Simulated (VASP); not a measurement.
# ZnAu (Pm-3m) in VASP: electric field gradients with PBEsol

Aim: the electric field gradients of ZnAu with PBEsol.

Everything below comes from runs of VASP 6.6.1. Logs are shortened: lines on timing, memory, paths and dates and some standing lists are left out, and cuts for length are marked.

### Step 1. The cell of the first run

The structure is cubic, space group Pm-3m (No. 221). Conventional cell: a = 3.147 Å, b = 3.147 Å, c = 3.147 Å, α = 90.00°, β = 90.00°, γ = 90.00°. Zn (site symmetry m-3m) has 8 Au at 2.73 Å and 6 Zn at 3.15 Å within 3.6 Å. Within 3.6 Å of Au (site symmetry m-3m) lie 8 Zn at 2.73 Å and 6 Au at 3.15 Å.

### Step 2. Electric field gradients, PBEsol

The input, INCAR:

```
PREC     = Accurate       # precision mode
ENCUT    = 520            # plane-wave cutoff, eV
EDIFF    = 1E-8           # SCF threshold, eV
ISMEAR   = -1             # smearing method
SIGMA    = 0.05           # smearing width, eV
LREAL    = F              # projectors in reciprocal space
LASPH    = T              # aspherical terms in the spheres
NELM     = 60             # most SCF steps
ALGO     = Normal         # electronic algorithm
ISIF     = 2              # what is computed and relaxed
LWAVE    = F              # write WAVECAR
LCHARG   = F              # write CHGCAR
GGA      = PS             # functional
LEFG     = T            
NBANDS   = 18             # bands
```

The input, KPOINTS:

```
regular mesh
0
Gamma
  10 10 10
```

The input, POSCAR:

```
ZnAu
1.0
    3.1470000000      0.0000000000      0.0000000000
    0.0000000000      3.1470000000      0.0000000000
    0.0000000000      0.0000000000      3.1470000000
Zn Au
1 1
Direct
    0.5000000000      0.5000000000      0.5000000000
    0.0000000000      0.0000000000      0.0000000000
```

Potentials or basis: VASP PAW PBE potentials, release 64 (Zn, Au).

On the command line:

```bash
cat potpaw_PBE.64/Zn/POTCAR potpaw_PBE.64/Au/POTCAR > POTCAR
mpirun -np 1 vasp_std > vasp.out
```

OUTCAR:

```text
PREC = Accurate
   ENCUT = 520
   EDIFF = 1E-8
   ISMEAR = -1
   LREAL = F
   LASPH = T
   NELM = 60
   ISIF = 2
   GGA = PS

 ion  position               nearest neighbor table
   1  0.500  0.500  0.500-   2 2.73   2 2.73   2 2.73   2 2.73   2 2.73   2 2.73   2 2.73   2 2.73

   2  0.000  0.000  0.000-   1 2.73   1 2.73   1 2.73   1 2.73   1 2.73   1 2.73   1 2.73   1 2.73

  LATTYP: Found a simple cubic cell.
 ALAT       =     3.1470000000

  Lattice vectors:

 A1 = (   3.1470000000,   0.0000000000,   0.0000000000)
 A2 = (   0.0000000000,   3.1470000000,   0.0000000000)
 A3 = (   0.0000000000,   0.0000000000,   3.1470000000)

Analysis of symmetry for initial positions (statically):
=====================================================================
 Subroutine PRICEL returns:
 Original cell was already a primitive cell.

 Routine SETGRP: Setting up the symmetry group for a
 simple cubic supercell.

 Subroutine GETGRP returns: Found 48 space group operations
 (whereof 48 operations were pure point group operations)
 out of a pool of 48 trial point group operations.

The static configuration has the point symmetry O_h .

Analysis of symmetry for dynamics (positions and initial velocities):
=====================================================================
 Subroutine PRICEL returns:
 Original cell was already a primitive cell.

 Routine SETGRP: Setting up the symmetry group for a
 simple cubic supercell.

 Subroutine GETGRP returns: Found 48 space group operations
 (whereof 48 operations were pure point group operations)
 out of a pool of 48 trial point group operations.

The dynamic configuration has the point symmetry O_h .

 Subroutine INISYM returns: Found 48 space group operations
 (whereof 48 operations are pure point group operations),
 and found     1 'primitive' translations

----------------------------------------------------------------------------------------

                                     Primitive cell

  volume of cell :      31.1667

  direct lattice vectors                    reciprocal lattice vectors
     3.147000000  0.000000000  0.000000000     0.317762949  0.000000000  0.000000000
     0.000000000  3.147000000  0.000000000     0.000000000  0.317762949  0.000000000
     0.000000000  0.000000000  3.147000000     0.000000000  0.000000000  0.317762949

  length of vectors
     3.147000000  3.147000000  3.147000000     0.317762949  0.317762949  0.317762949

  position of ions in fractional coordinates (direct lattice)
     0.500000000  0.500000000  0.500000000
     0.000000000  0.000000000  0.000000000

  ion indices of the primitive-cell ions
   primitive index   ion index
                 1           1
                 2           2

----------------------------------------------------------------------------------------

 KPOINTS: regular mesh

Automatic generation of k-mesh.
 Grid dimensions read from file:
 generate k-points for:   10   10   10

 Generating k-lattice:

  Cartesian coordinates                     Fractional coordinates (reciprocal lattice)
     0.031776295  0.000000000  0.000000000     0.100000000  0.000000000  0.000000000
     0.000000000  0.031776295  0.000000000     0.000000000  0.100000000  0.000000000
     0.000000000  0.000000000  0.031776295     0.000000000  0.000000000  0.100000000

  Length of vectors
     0.031776295  0.031776295  0.031776295

  Shift w.r.t. Gamma in fractional coordinates (k-lattice)
     0.000000000  0.000000000  0.000000000

 Subroutine IBZKPT returns following result:
 ===========================================

 Found     56 irreducible k-points:

 Following reciprocal coordinates:
            Coordinates               Weight
  0.000000  0.000000  0.000000      1.000000
  0.100000  0.000000  0.000000      6.000000
  0.200000  0.000000  0.000000      6.000000
  0.300000  0.000000  0.000000      6.000000
  0.400000  0.000000  0.000000      6.000000
  0.500000  0.000000  0.000000      3.000000
[... 16 lines left out ...]
  0.200000  0.100000  0.100000     24.000000
  0.300000  0.100000  0.100000     24.000000
 [... further k-points ...]
   k-points           NKPTS =     56   k-points in BZ     NKDIM =     56   number of bands    NBANDS=     18
   number of dos      NEDOS =    301   number of ions     NIONS =      2
   total plane-waves  NPLWV =  13824
   dimension x,y,z NGX =    24 NGY =   24 NGZ =   24
   dimension x,y,z NGXF=    48 NGYF=   48 NGZF=   48
   ions per type =               1   1
   NGX,Y,Z   is equivalent  to a cutoff of  12.68, 12.68, 12.68 a.u.
   NGXF,Y,Z  is equivalent  to a cutoff of  25.36, 25.36, 25.36 a.u.
 SYSTEM =  unknown system
   PREC   = accura    normal or accurate (medium, high low for compatibility)
   ISTART =      0    job   : 0-new  1-cont  2-samecut
   ICHARG =      2    charge: 1-file 2-atom 10-const
   ISPIN  =      1    spin polarized calculation?
   LNONCOLLINEAR =      F non collinear calculations
   LSORBIT =      F    spin-orbit coupling
   LASPH  =      T    aspherical Exc in radial PAW
   ENCUT  =  520.0 eV  38.22 Ry    6.18 a.u.   5.85  5.85  5.85*2*pi/ulx,y,z
   NELM   =     60;   NELMIN=  2; NELMDL= -5     # of ELM steps
   EDIFF  = 0.1E-07   stopping-criterion for ELM
   LREAL  =      F    real-space projection
   EDIFFG = 0.1E-06   stopping-criterion for IOM
   NSW    =      0    number of steps for IOM
   IBRION =     -1    ionic relax: 0-MD 1-quasi-New 2-CG
   NFREE  =      0    steps in history (QN), initial steepest desc. (CG)
   ISIF   =      2    stress and relaxation
   ISYM   =      2    0-nonsym 1-usesym 2-fastsym
   POTIM  = 0.5000    time-step for ionic-motion
   TEBEG  =    0.0;   TEEND  =   0.0 temperature during run
   PSTRESS=    0.0 pullay stress
   NELECT =      23.0000    total number of electrons
   NUPDOWN=      -1.0000    fix difference up-down
   EMIN   =  10.00;   EMAX   =-10.00  energy-range for DOS
   EFERMI =   0.00;   METHOD = LEGACY
   ISMEAR =    -1;   SIGMA  =   0.05  broadening in eV -4-tet -1-fermi 0-gaus
   EFERMI_NEDOS =   21; number of points for ismear=-14 and -15
   IALGO  =     38    algorithm
   IMIX   =      4    mixing-type and parameters
     AMIX     =   0.40;   BMIX     =  1.00
     AMIX_MAG =   1.60;   BMIX_MAG =  1.00
  volume/ion in A,a.u.               =      15.58       105.16
  Fermi-wavevector in a.u.,A,eV,Ry     =   1.479406  2.795672 29.778283  2.188642
  Thomas-Fermi vector in A             =   2.593568
   LORBIT       =      0    0 simple, 1 ext, 2 COOP (PROOUT), +10 PAW based schemes
   GGA     = PS    functional components
   LHFCALC =     F    Hartree Fock is set to
   AEXX    =    0.0000 exact exchange contribution
   IVDW    =     0    specifies the selected vdW correction
   LEPSILON=     F    determine dielectric tensor
   LRPA    =     F    only Hartree local field effects (RPA)
 non-spin polarized calculation
  energy-cutoff  :      520.00
  volume of cell :       31.17
 maximum number of plane-waves:       862
 NGX is ok and might be reduce to    24
   NGX = 11   NGY = 11   NGZ = 11

 number of electron      23.0000000 magnetization

 Free energy of the ion-electron system (eV)
  ---------------------------------------------------
  ext. energy  EPLUGINS =         0.00000000
  ---------------------------------------------------
  free energy    TOTEN  =        -5.95332723 eV

  energy without entropy =       -5.94953695  energy(sigma->0) =       -5.95143209

 E-fermi :   6.9129     XC(G=0): -12.5356

 val. band max:        6.7215122705   @ k =   0.5000   0.5000   0.2000
 cond. band min:       6.9233212643   @ k =   0.3000   0.1000   0.1000
 fundamental gap:      0.2018089938
 Fermi energy:         6.9129012220

 k-point     1 :       0.0000    0.0000    0.0000
  band No.  band energies     occupation
      1      -3.7513      2.00000
      2      -1.1879      2.00000
      3      -1.1879      2.00000
      4      -0.4858      2.00000
      5      -0.4858      2.00000
      6      -0.4858      2.00000
[... 10 lines left out ...]
     17      19.0328      0.00000
     18      25.2113      0.00000
[... 463 lines left out ...]
 k-point    24 :       0.3000    0.1000    0.1000
  band No.  band energies     occupation
      1      -1.9946      2.00000
      2      -0.8471      2.00000
      3      -0.7794      2.00000
      4      -0.5400      2.00000
      5      -0.5265      2.00000
      6      -0.3736      2.00000
[... 10 lines left out ...]
     17      19.9339      0.00000
     18      21.7119      0.00000

 [... further k-points ...]

------------------------ aborting loop because EDIFF is reached ----------------------------------------

  FORCE on cell =-STRESS in cart. coord.  units (eV):
  Direction    XX          YY          ZZ          XY          YZ          ZX
  --------------------------------------------------------------------------------------
  -------------------------------------------------------------------------------------
  Total       -0.4604318     -0.4604318     -0.4604318      0.0000000      0.0000000      0.0000000
  in kB      -23.6693114    -23.6693114    -23.6693114      0.0000000      0.0000000      0.0000000
  external PRESSURE =     -23.6693114 kB  Pullay stress =       0.0000000 kB

 VOLUME and BASIS-vectors are now :
 -----------------------------------------------------------------------------
  energy-cutoff  :      520.00
  volume of cell :       31.17
      direct lattice vectors                 reciprocal lattice vectors
     3.147000000  0.000000000  0.000000000     0.317762949  0.000000000  0.000000000
     0.000000000  3.147000000  0.000000000     0.000000000  0.317762949  0.000000000
     0.000000000  0.000000000  3.147000000     0.000000000  0.000000000  0.317762949

 POSITION                                       TOTAL-FORCE (eV/Angst)
 -----------------------------------------------------------------------------------
      1.57350      1.57350      1.57350         0.000000      0.000000      0.000000
      0.00000      0.00000      0.00000         0.000000      0.000000      0.000000
 -----------------------------------------------------------------------------------
    total drift:                                0.000000      0.000000     -0.000000

  FREE ENERGIE OF THE ION-ELECTRON SYSTEM (eV)
  ---------------------------------------------------
  free  energy   TOTEN  =        -5.9533272326 eV

  energy  without entropy=       -5.9495369489  energy(sigma->0) =       -5.95143209

 Electric field gradients (V/A^2)
---------------------------------------------------------------------
 ion       V_xx      V_yy      V_zz      V_xy      V_xz      V_yz
---------------------------------------------------------------------
   1       0.000     0.000    -0.000     0.000    -0.000     0.000
   2       0.000     0.000     0.000     0.000     0.000     0.000
---------------------------------------------------------------------

 Electric field gradients after diagonalization (V/A^2)
 (convention: |V_zz| > |V_xx| > |V_yy|)
----------------------------------------------------------------------
 ion       V_xx      V_yy      V_zz     asymmetry (V_yy - V_xx)/ V_zz
----------------------------------------------------------------------
   1       0.000     0.000    -0.000       0.145
   2       0.000     0.000     0.000      -0.063
----------------------------------------------------------------------

           NMR quadrupolar parameters

 Cq : quadrupolar parameter    Cq=e*Q*V_zz/h
 eta: asymmetry parameters     (V_yy - V_xx)/ V_zz
 Q  : nuclear electric quadrupole moment in mb (millibarn)
----------------------------------------------------------------------
 ion       Cq(MHz)       eta       Q (mb)
----------------------------------------------------------------------
   1      -0.000       0.145       1.000
   2       0.000      -0.063       1.000
----------------------------------------------------------------------
```

Run time: 14 s. Hardware: 1 thread of Intel Xeon Platinum 8488C (Sapphire Rapids), shared host; peak memory 0.16 GiB.

What came out:

| Item | Value |
| --- | --- |
| Free energy | -5.9533 eV |
| Pressure | -2.4 GPa |
| Band gap on the k mesh | zero (an odd number of electrons rules out a gap without spin polarisation) |
| Largest electric field gradient by atom | under 0.05 V/Å² on every atom |

Caveat: the PAW data sets were made with another functional, which shifts forces and pressure a little; spin-orbit coupling is left out, which moves the levels of the heavy elements.

The gap in the log of VASP goes by the Fermi energy; the results here count the filled bands.